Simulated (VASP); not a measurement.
# ZnS (P6_3mc) in VASP: a series of runs, part 2 of 3

VASP 6.6.1. The steps go on from the part before.

## (3) Single point, PBEsol (in-plane strain +0.02, then relaxed in part)

File INCAR:

```
ALGO     = Normal         # electronic algorithm
EDIFF    = 1E-7           # SCF threshold, eV
ENCUT    = 520            # plane-wave cutoff, eV
GGA      = PS             # functional
ISIF     = 2              # what is computed and relaxed
ISMEAR   = 0              # smearing method
LASPH    = True           # aspherical terms in the spheres
LCHARG   = False          # write CHGCAR
LREAL    = False          # projectors in reciprocal space
LWAVE    = False          # write WAVECAR
NBANDS   = 26             # bands
NELM     = 60             # most SCF steps
PREC     = Accurate       # precision mode
SIGMA    = 0.01           # smearing width, eV
```

File KPOINTS:

```
k-points
0
Gamma
  6 6 4
```

File POSCAR:

```
ZnS
1.0
    3.8572096661      0.0000000000      0.0000000000
   -1.9286048330      3.3404415585      0.0000000000
    0.0000000000      0.0000000000      6.1330325981
Zn S
2 2
Direct
    0.3333333333      0.6666666667      0.0024995089
    0.6666666667      0.3333333333      0.5024995089
    0.3333333333      0.6666666667      0.3825004911
    0.6666666667      0.3333333333      0.8825004911
```

Potentials or basis: VASP PAW PBE potentials, release 64 (Zn, S).

Run with:

```console
cat potpaw_PBE.64/Zn/POTCAR potpaw_PBE.64/S/POTCAR > POTCAR
mpirun -np 1 vasp_std > vasp.out
```

OUTCAR:

```text
EDIFF = 1E-7
   ENCUT = 520
   GGA = PS
   ISIF = 2
   ISMEAR = 0
   LASPH = True
   LREAL = False
   NELM = 60
   PREC = Accurate

 ion  position               nearest neighbor table
   1  0.333  0.667  0.002-   3 2.33   4 2.35   4 2.35   4 2.35
   2  0.667  0.333  0.502-   4 2.33   3 2.35   3 2.35   3 2.35
   3  0.333  0.667  0.383-   1 2.33   2 2.35   2 2.35   2 2.35
   4  0.667  0.333  0.883-   2 2.33   1 2.35   1 2.35   1 2.35

  LATTYP: Found a hexagonal cell.
 ALAT       =     3.8572096661
 C/A-ratio  =     1.5900179479

  Lattice vectors:

 A1 = (   3.8572096661,   0.0000000000,   0.0000000000)
 A2 = (  -1.9286048330,   3.3404415585,   0.0000000000)
 A3 = (   0.0000000000,   0.0000000000,   6.1330325981)

Analysis of symmetry for initial positions (statically):
=====================================================================
 Subroutine PRICEL returns:
 Original cell was already a primitive cell.

 Routine SETGRP: Setting up the symmetry group for a
 hexagonal supercell.

 Subroutine GETGRP returns: Found 12 space group operations
 (whereof  6 operations were pure point group operations)
 out of a pool of 24 trial point group operations.

The static configuration has the point symmetry C_3v.
 The point group associated with its full space group is C_6v.

Analysis of symmetry for dynamics (positions and initial velocities):
=====================================================================
 Subroutine PRICEL returns:
 Original cell was already a primitive cell.

 Routine SETGRP: Setting up the symmetry group for a
 hexagonal supercell.

 Subroutine GETGRP returns: Found 12 space group operations
 (whereof  6 operations were pure point group operations)
 out of a pool of 24 trial point group operations.

[... 115 lines left out ...]
   EFERMI =   0.00;   METHOD = LEGACY
   ISMEAR =     0;   SIGMA  =   0.01  broadening in eV -4-tet -1-fermi 0-gaus
   EFERMI_NEDOS =   21; number of points for ismear=-14 and -15
   IALGO  =     38    algorithm
   IMIX   =      4    mixing-type and parameters
     AMIX     =   0.40;   BMIX     =  1.00
     AMIX_MAG =   1.60;   BMIX_MAG =  1.00
  volume/ion in A,a.u.               =      19.76       133.32
  Fermi-wavevector in a.u.,A,eV,Ry     =   1.259674  2.380439 21.589437  1.586779
  Thomas-Fermi vector in A             =   2.393222
   LORBIT       =      0    0 simple, 1 ext, 2 COOP (PROOUT), +10 PAW based schemes
   GGA     = PS    functional components
   LHFCALC =     F    Hartree Fock is set to
   AEXX    =    0.0000 exact exchange contribution
   IVDW    =     0    specifies the selected vdW correction
   LEPSILON=     F    determine dielectric tensor
   LRPA    =     F    only Hartree local field effects (RPA)
 non-spin polarized calculation
 Gauss-broadening in eV      SIGMA  =   0.01
  energy-cutoff  :      520.00
  volume of cell :       79.02
 maximum number of plane-waves:      2142
 NGX is ok and might be reduce to    30
   NGX = 15   NGY = 15   NGZ = 23

 number of electron      36.0000013 magnetization

 Free energy of the ion-electron system (eV)
  ---------------------------------------------------
  ext. energy  EPLUGINS =         0.00000000
  ---------------------------------------------------
  free energy    TOTEN  =       -15.13834408 eV

  energy without entropy =      -15.13834408  energy(sigma->0) =      -15.13834408

 E-fermi :   2.0964     XC(G=0):  -9.8322

 val. band max:        2.0300181954   @ k =   0.0000   0.0000   0.0000
 cond. band min:       4.0822864981   @ k =   0.0000   0.0000   0.0000
 fundamental gap:      2.0522683028
 Fermi energy:         2.0964306286

 k-point     1 :       0.0000    0.0000    0.0000
  band No.  band energies     occupation
      1     -11.1508      2.00000
      2     -10.1431      2.00000
      3      -4.3392      2.00000
      4      -4.3392      2.00000
      5      -4.3334      2.00000
      6      -4.2605      2.00000
[... 598 lines left out ...]
     25      11.5993      0.00000
     26      11.5993      0.00000

------------------------ aborting loop because EDIFF is reached ----------------------------------------

  FORCE on cell =-STRESS in cart. coord.  units (eV):
  Direction    XX          YY          ZZ          XY          YZ          ZX
  --------------------------------------------------------------------------------------
  -------------------------------------------------------------------------------------
  Total       -1.3538097     -1.3538097      0.0908523     -0.0000000     -0.0000000      0.0000000
  in kB      -27.4483230    -27.4483230      1.8420186     -0.0000000     -0.0000000      0.0000000
  external PRESSURE =     -17.6848758 kB  Pullay stress =       0.0000000 kB

 VOLUME and BASIS-vectors are now :
 -----------------------------------------------------------------------------
  energy-cutoff  :      520.00
  volume of cell :       79.02
      direct lattice vectors                 reciprocal lattice vectors
     3.857209666  0.000000000  0.000000000     0.259254769  0.149680811  0.000000000
    -1.928604833  3.340441558  0.000000000     0.000000000  0.299361621  0.000000000
     0.000000000  0.000000000  6.133032598     0.000000000  0.000000000  0.163051473

 POSITION                                       TOTAL-FORCE (eV/Angst)
 -----------------------------------------------------------------------------------
     -0.00000      2.22696      0.01533        -0.000000      0.000000      0.000394
      1.92860      1.11348      3.08185         0.000000     -0.000000      0.000394
     -0.00000      2.22696      2.34589        -0.000000      0.000000     -0.000394
      1.92860      1.11348      5.41240         0.000000     -0.000000     -0.000394
 -----------------------------------------------------------------------------------
    total drift:                               -0.000000     -0.000000      0.002614

  FREE ENERGIE OF THE ION-ELECTRON SYSTEM (eV)
  ---------------------------------------------------
  free  energy   TOTEN  =       -15.1383440807 eV

  energy  without entropy=      -15.1383440807  energy(sigma->0) =      -15.13834408
```

Wall time 42 s (1 thread of Intel Xeon Platinum 8259CL at 2.50GHz (Skylake/Cascade Lake), shared host); peak memory 0.21 GiB.

Results:

```
Free energy            : -15.1383 eV
Pressure               : -1.8 GPa
Band gap on the k mesh : 2.05 eV, direct
```

Levels at points of the mesh, in eV from the valence-band top:
| k point | band 16 | band 17 | band 18 | band 19 | band 20 | band 21 |
| --- | --- | --- | --- | --- | --- | --- |
| (0.00, 0.00, 0.00) | -0.06 | -0.06 | 0.00 | 2.05 | 2.69 | 6.07 |
| (0.50, 0.00, 0.00) | -2.36 | -1.67 | -0.93 | 3.37 | 4.17 | 5.13 |
| (0.00, 0.00, 0.50) | -0.56 | -0.56 | -0.56 | 3.28 | 3.28 | 6.52 |
| (0.50, 0.00, 0.50) | -1.70 | -1.53 | -1.53 | 3.47 | 3.47 | 5.12 |

Caveat: the cell differs from its parent crystal (in-plane strain +0.02, then relaxed in part); the PAW data sets were made with another functional, which shifts forces and pressure a little.

## (4) Single point, PBEsol (in-plane strain +0.02)

File INCAR:

```
PREC = Accurate
ENCUT = 520
EDIFF = 1E-6
ISMEAR = 0
SIGMA = 0.01
LREAL = False
LASPH = True
NELM = 80
ALGO = Normal
ISIF = 2
LWAVE = False
LCHARG = False
GGA = PS
NBANDS = 26
```

File KPOINTS:

```
Automatic mesh
0
Gamma
  6 6 4
```

File POSCAR:

```
ZnS
1.0
    3.8572096661      0.0000000000      0.0000000000
   -1.9286048330      3.3404415585      0.0000000000
    0.0000000000      0.0000000000      6.1344534805
Zn S
2 2
Direct
    0.3333333333      0.6666666667      0.0054423634
    0.6666666667      0.3333333333      0.5054423634
    0.3333333333      0.6666666667      0.3795576366
    0.6666666667      0.3333333333      0.8795576366
```

Run with:

```console
cat potpaw_PBE.64/Zn/POTCAR potpaw_PBE.64/S/POTCAR > POTCAR
mpirun -np 1 vasp_std > vasp.out
```

Run time: 38 s. Hardware: 1 thread of Intel Xeon Platinum 8259CL at 2.50GHz (Skylake/Cascade Lake), shared host; peak memory 0.21 GiB.

It converged, with:

* Free energy: -15.1307 eV
* Pressure: -1.7 GPa
* Largest force: 0.222 eV/Å
* Band gap on the k mesh: 2.09 eV, direct

Forces on the atoms (eV/Å):
```
Zn   0.000  0.000 -0.222
Zn   0.000  0.000 -0.222
S    0.000  0.000  0.222
S    0.000  0.000  0.222
```

Stress tensor (GPa, compression positive):
```
-3.17  0.00  0.00
 0.00 -3.17  0.00
 0.00  0.00  1.29
```

Levels at points of the mesh, in eV from the valence-band top:
| k point | band 14 | band 15 | band 16 | band 17 | band 18 | band 19 | band 20 | band 21 | band 22 | band 23 |
| --- | --- | --- | --- | --- | --- | --- | --- | --- | --- | --- |
| (0.00, 0.00, 0.00) | -1.00 | -1.00 | -0.01 | -0.01 | 0.00 | 2.09 | 2.79 | 6.11 | 6.11 | 6.85 |
| (0.50, 0.00, 0.00) | -4.03 | -3.30 | -2.32 | -1.70 | -0.83 | 3.43 | 4.21 | 5.14 | 6.75 | 7.58 |
| (0.00, 0.00, 0.50) | -2.80 | -0.53 | -0.53 | -0.53 | -0.53 | 3.35 | 3.35 | 6.58 | 6.58 | 6.58 |
| (0.50, 0.00, 0.50) | -4.86 | -1.64 | -1.64 | -1.53 | -1.53 | 3.48 | 3.48 | 5.21 | 5.21 | 8.73 |

Caveat: the cell differs from its parent crystal (in-plane strain +0.02); the PAW data sets were made with another functional, which shifts forces and pressure a little.

## (5) Single point, PBEsol (film at in-plane strain +0.02)

File INCAR:

```
SYSTEM = ZnS
ALGO = Normal
EDIFF = 1E-6
ENCUT = 520
GGA = PS
ISIF = 2
ISMEAR = 0
LASPH = .TRUE.
LCHARG = .FALSE.
LREAL = .FALSE.
LWAVE = .FALSE.
NBANDS = 26
NELM = 80
PREC = Accurate
SIGMA = 0.01
```

File KPOINTS:

```
k-points
0
G
  6 6 4
  0 0 0
```

File POSCAR:

```
ZnS
1.0
    3.8572096661      0.0000000000      0.0000000000
   -1.9286048330      3.3404415585      0.0000000000
    0.0000000000      0.0000000000      6.1330325981
Zn S
2 2
Direct
    0.3333333333      0.6666666667      0.0024995089
    0.6666666667      0.3333333333      0.5024995089
    0.3333333333      0.6666666667      0.3825004911
    0.6666666667      0.3333333333      0.8825004911
```

Potentials or basis: VASP PAW PBE potentials, release 64 (Zn, S).

Run with:

```console
cat potpaw_PBE.64/Zn/POTCAR potpaw_PBE.64/S/POTCAR > POTCAR
mpirun -np 1 vasp_std > vasp.out
```

OUTCAR:

```text
SYSTEM = ZnS
   EDIFF = 1E-6
   ENCUT = 520
   GGA = PS
   ISIF = 2
   ISMEAR = 0
   LASPH = .TRUE.
   LREAL = .FALSE.
   NELM = 80
   PREC = Accurate

 ion  position               nearest neighbor table
   1  0.333  0.667  0.002-   3 2.33   4 2.35   4 2.35   4 2.35
   2  0.667  0.333  0.502-   4 2.33   3 2.35   3 2.35   3 2.35
   3  0.333  0.667  0.383-   1 2.33   2 2.35   2 2.35   2 2.35
   4  0.667  0.333  0.883-   2 2.33   1 2.35   1 2.35   1 2.35

  LATTYP: Found a hexagonal cell.
 ALAT       =     3.8572096661
 C/A-ratio  =     1.5900179479

  Lattice vectors:

 A1 = (   3.8572096661,   0.0000000000,   0.0000000000)
 A2 = (  -1.9286048330,   3.3404415585,   0.0000000000)
 A3 = (   0.0000000000,   0.0000000000,   6.1330325981)

Analysis of symmetry for initial positions (statically):
=====================================================================
 Subroutine PRICEL returns:
[... 168 lines left out ...]
  ext. energy  EPLUGINS =         0.00000000
  ---------------------------------------------------
  free energy    TOTEN  =       -15.13834408 eV

  energy without entropy =      -15.13834408  energy(sigma->0) =      -15.13834408

 E-fermi :   2.0964     XC(G=0):  -9.8322

 val. band max:        2.0300333663   @ k =   0.0000   0.0000   0.0000
 cond. band min:       4.0822736453   @ k =   0.0000   0.0000   0.0000
 fundamental gap:      2.0522402790
 Fermi energy:         2.0964294844

 k-point     1 :       0.0000    0.0000    0.0000
  band No.  band energies     occupation
      1     -11.1508      2.00000
      2     -10.1431      2.00000
      3      -4.3392      2.00000
      4      -4.3392      2.00000
      5      -4.3335      2.00000
      6      -4.2605      2.00000
[... 598 lines left out ...]
     25      11.5992      0.00000
     26      11.5992      0.00000

------------------------ aborting loop because EDIFF is reached ----------------------------------------

  FORCE on cell =-STRESS in cart. coord.  units (eV):
  Direction    XX          YY          ZZ          XY          YZ          ZX
  --------------------------------------------------------------------------------------
  -------------------------------------------------------------------------------------
  Total       -1.3560950     -1.3560950      0.0895283     -0.0000000     -0.0000000      0.0000000
  in kB      -27.4946568    -27.4946568      1.8151753     -0.0000000     -0.0000000      0.0000000
  external PRESSURE =     -17.7247128 kB  Pullay stress =       0.0000000 kB

 VOLUME and BASIS-vectors are now :
 -----------------------------------------------------------------------------
  energy-cutoff  :      520.00
  volume of cell :       79.02
      direct lattice vectors                 reciprocal lattice vectors
     3.857209666  0.000000000  0.000000000     0.259254769  0.149680811  0.000000000
    -1.928604833  3.340441558  0.000000000     0.000000000  0.299361621  0.000000000
     0.000000000  0.000000000  6.133032598     0.000000000  0.000000000  0.163051473

 POSITION                                       TOTAL-FORCE (eV/Angst)
 -----------------------------------------------------------------------------------
     -0.00000      2.22696      0.01533         0.000000     -0.000000      0.000235
      1.92860      1.11348      3.08185        -0.000000      0.000000      0.000235
     -0.00000      2.22696      2.34589        -0.000000      0.000000     -0.000235
      1.92860      1.11348      5.41240         0.000000     -0.000000     -0.000235
 -----------------------------------------------------------------------------------
    total drift:                               -0.000000     -0.000000      0.002591

  FREE ENERGIE OF THE ION-ELECTRON SYSTEM (eV)
  ---------------------------------------------------
  free  energy   TOTEN  =       -15.1383440795 eV

  energy  without entropy=      -15.1383440795  energy(sigma->0) =      -15.13834408
```

stdout:

```text
POSCAR found type information on POSCAR ZnS
 POSCAR found :  2 types and       4 ions
 scaLAPACK will be used
 -----------------------------------------------------------------------------
|                                                                             |
|                                                                             |
|     You enforced a specific xc type in the INCAR file but a different       |
|     I HOPE YOU KNOW WHAT YOU ARE DOING!                                     |
|                                                                             |
 -----------------------------------------------------------------------------

 LDA part: xc-table for (Slater+PW92), standard interpolation
 POSCAR, INCAR and KPOINTS ok, starting setup
 FFT: planning ... GRIDC
 FFT: planning ... GRID_SOFT
 FFT: planning ... GRID
 WAVECAR not read
 entering main loop
```

It took 39 s on 1 thread of Intel Xeon Platinum 8259CL at 2.50GHz (Skylake/Cascade Lake), shared host; peak memory 0.2 GiB.

What came out:

| Property | Result |
| --- | --- |
| Free energy | -15.1383 eV |
| Pressure | -1.8 GPa |
| Band gap on the k mesh | 2.05 eV, direct |

Caveat: the cell differs from its parent crystal (film at in-plane strain +0.02); the PAW data sets were made with another functional, which shifts forces and pressure a little.

(Part 2 of 3 ends here.)
